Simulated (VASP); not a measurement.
# Sc (P6_3/mmc) in VASP: further runs

Sc is run at these levels: PBE; tasks: single point.

Program: VASP 6.6.1. These are calculated values, not measurements. Logs are shortened: lines on timing, memory, paths and dates and some standing lists are left out, and cuts for length are marked.

## Step 1: The cell of the first run

Symmetry: P6_3/mmc, No. 194, hexagonal system. Conventional cell: a = 3.320 Å, b = 3.320 Å, c = 5.166 Å, α = 90.00°, β = 90.00°, γ = 120.00°. Sc (site symmetry -6m2) has 12 Sc at 3.22 to 3.32 Å within 4.2 Å.

## Step 2: Single point, PBE

The input, INCAR:

```
PREC     = Accurate       # precision mode
ENCUT    = 520            # plane-wave cutoff, eV
EDIFF    = 1E-6           # SCF threshold, eV
ISMEAR   = -1             # smearing method
SIGMA    = 0.05           # smearing width, eV
LREAL    = False          # projectors in reciprocal space
LASPH    = True           # aspherical terms in the spheres
NELM     = 80             # most SCF steps
ALGO     = Normal         # electronic algorithm
ISIF     = 2              # what is computed and relaxed
LWAVE    = False          # write WAVECAR
LCHARG   = False          # write CHGCAR
GGA      = PE             # functional
NBANDS   = 18             # bands
```

The input, KPOINTS:

```
regular mesh
0
Gamma
  13 13 7
```

The input, POSCAR:

```
Sc
1.0
    1.6600078289     -2.8752179006      0.0000000000
    1.6600078289      2.8752179006      0.0000000000
    0.0000000000      0.0000000000      5.1663016810
Sc
2
Direct
    0.6666666670      0.3333333330      0.2500000000
    0.3333333330      0.6666666670      0.7500000000
```

Potentials or basis: VASP PAW PBE potentials, release 64 (Sc_sv).

Started as:

```bash
$ cat potpaw_PBE.64/Sc_sv/POTCAR > POTCAR
$ mpirun -np 1 vasp_std > vasp.out
```

OUTCAR:

```text
PREC = Accurate
   ENCUT = 520
   EDIFF = 1E-6
   ISMEAR = -1
   LREAL = False
   LASPH = True
   NELM = 80
   ISIF = 2
   GGA = PE

 ion  position               nearest neighbor table
   1  0.667  0.333  0.250-   2 3.22   2 3.22   2 3.22   2 3.22   2 3.22   2 3.22
   2  0.333  0.667  0.750-   1 3.22   1 3.22   1 3.22   1 3.22   1 3.22   1 3.22

  LATTYP: Found a hexagonal cell.
 ALAT       =     3.3200156578
 C/A-ratio  =     1.5561076252

  Lattice vectors:

 A1 = (   1.6600078289,  -2.8752179006,   0.0000000000)
 A2 = (   1.6600078289,   2.8752179006,   0.0000000000)
 A3 = (   0.0000000000,   0.0000000000,   5.1663016810)

Analysis of symmetry for initial positions (statically):
=====================================================================
 Subroutine PRICEL returns:
 Original cell was already a primitive cell.

 Routine SETGRP: Setting up the symmetry group for a
 hexagonal supercell.

 Subroutine GETGRP returns: Found 24 space group operations
 (whereof 12 operations were pure point group operations)
 out of a pool of 24 trial point group operations.

The static configuration has the point symmetry D_3d.
 The point group associated with its full space group is D_6h.

Analysis of symmetry for dynamics (positions and initial velocities):
=====================================================================
 Subroutine PRICEL returns:
 Original cell was already a primitive cell.

 Routine SETGRP: Setting up the symmetry group for a
 hexagonal supercell.

 Subroutine GETGRP returns: Found 24 space group operations
 (whereof 12 operations were pure point group operations)
 out of a pool of 24 trial point group operations.

The dynamic configuration has the point symmetry D_3d.
 The point group associated with its full space group is D_6h.

 Subroutine INISYM returns: Found 24 space group operations
 (whereof 12 operations are pure point group operations),
 and found     1 'primitive' translations

----------------------------------------------------------------------------------------

                                     Primitive cell

  volume of cell :      49.3163

  direct lattice vectors                    reciprocal lattice vectors
     1.660007829 -2.875217901  0.000000000     0.301203399 -0.173899863  0.000000000
     1.660007829  2.875217901  0.000000000     0.301203399  0.173899863  0.000000000
     0.000000000  0.000000000  5.166301681     0.000000000  0.000000000  0.193562061

  length of vectors
     3.320015658  3.320015658  5.166301681     0.347799727  0.347799727  0.193562061

  position of ions in fractional coordinates (direct lattice)
     0.666666667  0.333333333  0.250000000
     0.333333333  0.666666667  0.750000000

  ion indices of the primitive-cell ions
   primitive index   ion index
                 1           1
                 2           2

----------------------------------------------------------------------------------------

 KPOINTS: regular mesh

Automatic generation of k-mesh.
 Grid dimensions read from file:
 generate k-points for:   13   13    7

 Generating k-lattice:

  Cartesian coordinates                     Fractional coordinates (reciprocal lattice)
     0.023169492 -0.013376913  0.000000000     0.076923077 -0.000000000  0.000000000
     0.023169492  0.013376913  0.000000000    -0.000000000  0.076923077  0.000000000
     0.000000000  0.000000000  0.027651723     0.000000000  0.000000000  0.142857143

  Length of vectors
     0.026753825  0.026753825  0.027651723

  Shift w.r.t. Gamma in fractional coordinates (k-lattice)
     0.000000000  0.000000000  0.000000000

 Subroutine IBZKPT returns following result:
 ===========================================

 Found     84 irreducible k-points:

 Following reciprocal coordinates:
            Coordinates               Weight
  0.000000  0.000000  0.000000      1.000000
  0.076923  0.000000  0.000000      6.000000
  0.153846  0.000000  0.000000      6.000000
  0.230769  0.000000  0.000000      6.000000
  0.307692  0.000000  0.000000      6.000000
  0.384615  0.000000  0.000000      6.000000
[... 16 lines left out ...]
  0.076923  0.000000  0.142857     12.000000
  0.153846  0.000000  0.142857     12.000000
 [... further k-points ...]
   k-points           NKPTS =     84   k-points in BZ     NKDIM =     84   number of bands    NBANDS=     18
   number of dos      NEDOS =    301   number of ions     NIONS =      2
   total plane-waves  NPLWV =  31360
   dimension x,y,z NGX =    28 NGY =   28 NGZ =   40
   dimension x,y,z NGXF=    56 NGYF=   56 NGZF=   80
   ions per type =               2
   NGX,Y,Z   is equivalent  to a cutoff of  14.02, 14.02, 12.87 a.u.
   NGXF,Y,Z  is equivalent  to a cutoff of  28.04, 28.04, 25.74 a.u.
 SYSTEM =  unknown system
   PREC   = accura    normal or accurate (medium, high low for compatibility)
   ISTART =      0    job   : 0-new  1-cont  2-samecut
   ICHARG =      2    charge: 1-file 2-atom 10-const
   ISPIN  =      1    spin polarized calculation?
   LNONCOLLINEAR =      F non collinear calculations
   LSORBIT =      F    spin-orbit coupling
   LASPH  =      T    aspherical Exc in radial PAW
   ENCUT  =  520.0 eV  38.22 Ry    6.18 a.u.   6.17  6.17  9.61*2*pi/ulx,y,z
   NELM   =     80;   NELMIN=  2; NELMDL= -5     # of ELM steps
   EDIFF  = 0.1E-05   stopping-criterion for ELM
   LREAL  =      F    real-space projection
   EDIFFG = 0.1E-04   stopping-criterion for IOM
   NSW    =      0    number of steps for IOM
   IBRION =     -1    ionic relax: 0-MD 1-quasi-New 2-CG
   NFREE  =      0    steps in history (QN), initial steepest desc. (CG)
   ISIF   =      2    stress and relaxation
   ISYM   =      2    0-nonsym 1-usesym 2-fastsym
   POTIM  = 0.5000    time-step for ionic-motion
   TEBEG  =    0.0;   TEEND  =   0.0 temperature during run
   PSTRESS=    0.0 pullay stress
   NELECT =      22.0000    total number of electrons
   NUPDOWN=      -1.0000    fix difference up-down
   EMIN   =  10.00;   EMAX   =-10.00  energy-range for DOS
   EFERMI =   0.00;   METHOD = LEGACY
   ISMEAR =    -1;   SIGMA  =   0.05  broadening in eV -4-tet -1-fermi 0-gaus
   EFERMI_NEDOS =   21; number of points for ismear=-14 and -15
   IALGO  =     38    algorithm
   IMIX   =      4    mixing-type and parameters
     AMIX     =   0.40;   BMIX     =  1.00
     AMIX_MAG =   1.60;   BMIX_MAG =  1.00
  volume/ion in A,a.u.               =      24.66       166.40
  Fermi-wavevector in a.u.,A,eV,Ry     =   1.250889  2.363838 21.289359  1.564724
  Thomas-Fermi vector in A             =   2.384862
   LORBIT       =      0    0 simple, 1 ext, 2 COOP (PROOUT), +10 PAW based schemes
   GGA     = PE    functional components
   LHFCALC =     F    Hartree Fock is set to
   AEXX    =    0.0000 exact exchange contribution
   IVDW    =     0    specifies the selected vdW correction
   LEPSILON=     F    determine dielectric tensor
   LRPA    =     F    only Hartree local field effects (RPA)
 non-spin polarized calculation
  energy-cutoff  :      520.00
  volume of cell :       49.32
 maximum number of plane-waves:      1345
 NGX is ok and might be reduce to    28
   NGX = 13   NGY = 13   NGZ = 19

 number of electron      21.9999995 magnetization

 Free energy of the ion-electron system (eV)
  ---------------------------------------------------
  ext. energy  EPLUGINS =         0.00000000
  ---------------------------------------------------
  free energy    TOTEN  =       -12.51487938 eV

  energy without entropy =      -12.48051141  energy(sigma->0) =      -12.49769540

 E-fermi :   3.6780     XC(G=0):  -9.8753

 val. band max:        3.6763675128   @ k =   0.4615   0.0000   0.4286
 cond. band min:       3.6935361880   @ k =   0.3846   0.0769   0.4286
 fundamental gap:      0.0171686752
 Fermi energy:         3.6779549899

 k-point     1 :       0.0000    0.0000    0.0000
  band No.  band energies     occupation
      1     -45.7425      2.00000
      2     -45.6713      2.00000
      3     -24.5711      2.00000
      4     -24.2316      2.00000
      5     -24.2316      2.00000
      6     -24.1649      2.00000
[... 10 lines left out ...]
     17       5.9818      0.00000
     18       5.9818      0.00000

 k-point     2 :       0.0769    0.0000    0.0000
  band No.  band energies     occupation
      1     -45.7397      2.00000
      2     -45.6705      2.00000
      3     -24.5634      2.00000
      4     -24.2462      2.00000
      5     -24.2367      2.00000
      6     -24.1802      2.00000
[... 10 lines left out ...]
     17       5.8797      0.00000
     18       5.9026      0.00000

 k-point     3 :       0.1538    0.0000    0.0000
  band No.  band energies     occupation
      1     -45.7320      2.00000
      2     -45.6681      2.00000
      3     -24.5412      2.00000
      4     -24.2867      2.00000
      5     -24.2505      2.00000
      6     -24.2221      2.00000
[... 10 lines left out ...]
     17       5.9588      0.00000
     18       6.0370      0.00000

 k-point     4 :       0.2308    0.0000    0.0000
  band No.  band energies     occupation
      1     -45.7206      2.00000
      2     -45.6652      2.00000
      3     -24.5072      2.00000
      4     -24.3445      2.00000
      5     -24.2795      2.00000
      6     -24.2692      2.00000
[... 375 lines left out ...]
      4     -24.2283      2.00000
      5     -24.2283      2.00000
      6     -24.1682      2.00000
[... 10 lines left out ...]
     17       6.1483      0.00000
     18       6.1483      0.00000

 k-point    23 :       0.0769    0.0000    0.1429
  band No.  band energies     occupation
      1     -45.7363      2.00000
      2     -45.6739      2.00000
      3     -24.5437      2.00000
      4     -24.2423      2.00000
      5     -24.2333      2.00000
      6     -24.1901      2.00000
[... 10 lines left out ...]
     17       6.1000      0.00000
     18       6.1227      0.00000

 k-point    24 :       0.1538    0.0000    0.1429
  band No.  band energies     occupation
      1     -45.7288      2.00000
      2     -45.6713      2.00000
      3     -24.5252      2.00000
      4     -24.2810      2.00000
      5     -24.2466      2.00000
      6     -24.2357      2.00000
[... 10 lines left out ...]
     17       6.0891      0.00000
     18       6.1720      0.00000

 [... further k-points ...]

------------------------ aborting loop because EDIFF is reached ----------------------------------------

  FORCE on cell =-STRESS in cart. coord.  units (eV):
  Direction    XX          YY          ZZ          XY          YZ          ZX
  --------------------------------------------------------------------------------------
  -------------------------------------------------------------------------------------
  Total        0.0040499      0.0040499     -0.0027104      0.0000000      0.0000000      0.0000000
  in kB        0.1315714      0.1315714     -0.0880541      0.0000000      0.0000000      0.0000000
  external PRESSURE =       0.0583629 kB  Pullay stress =       0.0000000 kB

 VOLUME and BASIS-vectors are now :
 -----------------------------------------------------------------------------
  energy-cutoff  :      520.00
  volume of cell :       49.32
      direct lattice vectors                 reciprocal lattice vectors
     1.660007829 -2.875217901  0.000000000     0.301203399 -0.173899863  0.000000000
     1.660007829  2.875217901  0.000000000     0.301203399  0.173899863  0.000000000
     0.000000000  0.000000000  5.166301681     0.000000000  0.000000000  0.193562061

 POSITION                                       TOTAL-FORCE (eV/Angst)
 -----------------------------------------------------------------------------------
      1.66001     -0.95841      1.29158        -0.000000     -0.000000      0.000000
      1.66001      0.95841      3.87473         0.000000      0.000000      0.000000
 -----------------------------------------------------------------------------------
    total drift:                               -0.000000      0.000001     -0.000000

  FREE ENERGIE OF THE ION-ELECTRON SYSTEM (eV)
  ---------------------------------------------------
  free  energy   TOTEN  =       -12.5148793844 eV

  energy  without entropy=      -12.4805114150  energy(sigma->0) =      -12.49769540
```

Run time: 40 s. Hardware: 1 thread of Intel Xeon Platinum 8488C (Sapphire Rapids), shared host; peak memory 0.21 GiB.

What came out:

- Free energy: -12.5149 eV
- Pressure: 0.0 GPa
- Band gap on the k mesh: zero (bands 11 and 12 overlap by 1.31 eV)

## Step 3: Single point, PBE

The input, INCAR:

```
SYSTEM = Sc
PREC = Accurate
ENCUT = 520
EDIFF = 1E-6
ISMEAR = -1
SIGMA = 0.05
LREAL = .False.
LASPH = .True.
NELM = 80
ALGO = Normal
ISIF = 2
LWAVE = .False.
LCHARG = .False.
GGA = PE
NBANDS = 18
```

The input, KPOINTS:

```
Automatic mesh
0
Gamma
  13 13 7
  0 0 0
```

POSCAR is that of step 2.

Potentials or basis: VASP PAW PBE potentials, release 64 (Sc_sv).

Started as:

```bash
$ cat potpaw_PBE.64/Sc_sv/POTCAR > POTCAR
$ mpirun -np 1 vasp_std > vasp.out
```

It took 40 s on 1 thread of Intel Xeon Platinum 8488C (Sapphire Rapids), shared host; peak memory 0.21 GiB.

Results (log left out):

```
Free energy            : -12.5149 eV
Pressure               : 0.0 GPa
Band gap on the k mesh : zero (bands 11 and 12 overlap by 1.31 eV)
```

Levels at points of the mesh, in eV from the Fermi level:
```
           k point  band 9  band 10  band 11  band 12  band 13  band 14
(0.00, 0.00, 0.00)   -5.13    -1.63     0.62     1.59     1.59     1.85
```
